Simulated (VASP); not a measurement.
A run of VASP 6.6.1 is set up as follows.

File INCAR:

```
SYSTEM = MgZn23O24
PREC = Accurate
ENCUT = 520
EDIFF = 1E-7
ISMEAR = 0
SIGMA = 0.01
LREAL = Auto
LASPH = .True.
NELM = 100
ALGO = Normal
ISIF = 2
LWAVE = .False.
LCHARG = .True.
GGA = PE
LELF = .True.
LVHAR = .True.
NBANDS = 241
```

Contents of KPOINTS:

```
Automatic mesh
0
Gamma
  2 2 2
  0.5 0.5 0.5
```

File POSCAR:

```
MgZn23O24
1.0
    3.2794860173     -5.6802364047      5.2932739962
    3.2794860173      5.6802364047      5.2932739962
   -6.5589720346      0.0000000000      5.2932739962
Mg Zn O
1 23 24
Direct
    0.4993823272      0.3327156605      0.6660489938
    0.8334342432      0.6667675765      1.0001009099
    0.1663405190      0.5003465721      0.8324789544
    0.6670132388      0.4991456211      0.3330071856
    1.0003221028      0.3334223615      0.1663096099
    0.3324823671      0.6663647621      0.5003118505
    0.6658122878      0.9996738523      0.8336799055
    0.9996429433      0.8336554361      0.6667556948
    0.3336451838      0.1658157004      0.9996980954
    0.5000890281      0.8329762766      0.1669887694
    0.8330314288      0.1669785172      0.4991490338
    0.1673987889      1.0007321222      0.3340654555
    0.8324751313      0.5000956445      0.6672729570
    0.1668462604      0.8332035128      1.0003212542
    0.5006062903      0.6658084646      0.8334289778
    0.9998701795      0.6669879209      0.3335129271
    0.3332472884      0.4998735367      0.1665967251
    0.6665402033      0.8332633918      0.4999139550
    0.9999300584      0.1665806217      0.8332068700
    0.3337811220      0.9994656436      0.6677792405
    0.6667623112      0.3339396236      0.9991417979
    0.8336545875      1.0001795938      0.1665368462
    0.1661323103      0.3344459072      0.5004477887
    0.5011125739      0.1671144553      0.3327989769
    0.6257965846      0.2933191774      0.4607402067
    0.9592863015      0.6265753871      0.7929356472
    0.2940735400      0.4591299179      0.6266525107
    0.7932420537      0.4596023139      0.1259529682
    0.1266775335      0.2930130090      0.9592771872
    0.4596796757      0.6259438538      0.2933442002
    0.7926105205      0.9600108669      0.6263463423
    0.1261874392      0.7936020387      0.4598069773
    0.4599858440      0.1274068734      0.7924632512
    0.6262689805      0.7926196348      0.9599087204
    0.9602687054      0.1264736439      0.2928541059
    0.2931403106      0.9595207726      0.1269353720
    0.6249054753      0.4582388086      0.7915721420
    0.9597667747      0.7931001081      0.1264334414
    0.2930257561      0.6261944341      0.9595360815
    0.7928611007      0.6262027481      0.4596924228
    0.1261812438      0.4599782975      0.2930021886
    0.4596898259      0.7925330984      0.6264677283
    0.7928694148      0.1263590895      0.9595277674
    0.1263355220      0.9595145771      0.7933116308
    0.4598010616      0.2930231592      0.1258664317
    0.6266449642      0.9596688553      0.2928479104
    0.9591997650      0.2931343949      0.6263564926
    0.2940288315      0.1273621648      0.4606954982
```

Potentials or basis: VASP PAW PBE potentials, release 64 (Mg, Zn, O).

Run with:

```console
$ cat potpaw_PBE.64/Mg/POTCAR potpaw_PBE.64/Zn/POTCAR potpaw_PBE.64/O/POTCAR > POTCAR
$ mpirun -np 1 vasp_std > vasp.out
```

Question: Estimate the band gap on the k mesh.

Answer: 2.04 eV.

Question: Predict the largest force.

Answer: 0.069 eV/Å.

Question: Estimate the pressure.

Answer: 0.8 GPa.

Forces in eV/Å, atoms in the order of the input:
```
Mg   0.000  0.000 -0.006
Zn   0.000  0.000  0.010
Zn   0.002  0.000  0.000
Zn  -0.001 -0.002  0.000
Zn   0.007 -0.006  0.002
Zn  -0.001  0.002  0.000
Zn  -0.001  0.002  0.000
Zn   0.002  0.009  0.002
Zn  -0.001 -0.002  0.000
Zn  -0.009 -0.003  0.002
Zn   0.002  0.000  0.000
Zn   0.000  0.000  0.014
Zn  -0.003  0.003  0.002
Zn  -0.001 -0.005  0.001
Zn  -0.001 -0.004  0.002
Zn  -0.004  0.003  0.001
Zn   0.001 -0.002  0.000
Zn  -0.002  0.000  0.000
Zn   0.001  0.002  0.000
Zn  -0.001 -0.004 -0.004
Zn   0.005  0.001  0.002
Zn   0.005  0.002  0.001
Zn  -0.003  0.003 -0.004
Zn   0.004  0.001 -0.004
O   -0.056  0.032  0.026
O   -0.001 -0.003 -0.005
O    0.000 -0.064  0.026
O   -0.002  0.003 -0.005
O   -0.003  0.002  0.001
O    0.003  0.002  0.001
O    0.000 -0.004  0.001
O    0.001 -0.003 -0.002
O    0.056  0.032  0.026
O    0.004  0.000 -0.005
O   -0.003  0.001 -0.002
O    0.002  0.002 -0.002
O    0.000  0.000 -0.061
O    0.000  0.000 -0.008
O   -0.001  0.003  0.000
O    0.003 -0.001  0.000
O   -0.001  0.000 -0.003
O    0.003  0.004  0.002
O   -0.002 -0.002  0.000
O    0.001 -0.001 -0.003
O   -0.005  0.001  0.002
O    0.001  0.001 -0.003
O    0.002 -0.005  0.002
O    0.000  0.000 -0.008
```
